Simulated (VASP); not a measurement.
A run of VASP 6.6.1:

The input INCAR:

```
PREC = Accurate ; ENCUT = 600
EDIFF = 1E-6 ; ISMEAR = -1
SIGMA = 0.05 ; LREAL = F
LASPH = T ; NELM = 100
ALGO = Normal ; ISIF = 3
LWAVE = F ; LCHARG = F
GGA = PS ; IBRION = 2
NSW = 60 ; EDIFFG = -0.005
```

File KPOINTS:

```
Automatic mesh
0
Gamma
  18 18 18
```

The input POSCAR:

```
Al
1.0
    0.0000000000      2.0251003354      2.0251003354
    2.0251003354      0.0000000000      2.0251003354
    2.0251003354      2.0251003354      0.0000000000
Al
1
Direct
    0.0000000000      0.0000000000      0.0000000000
```

Potentials or basis: VASP PAW PBE potentials, release 64 (Al).

Run with:

```bash
$ cat potpaw_PBE.64/Al/POTCAR > POTCAR
$ mpirun -np 1 vasp_std > vasp.out
```

Hardware: 1 thread of AMD EPYC 9R45 96-Core Processor (Zen 5), on a shared host.

Task: Estimate the wall time of this run.

Result: Run time: 10 s on 1 thread of AMD EPYC 9R45 96-Core Processor (Zen 5), with other jobs on the host, peak memory 0.12 GiB. Counts: scf iterations 18, k points 195, ion steps 3.
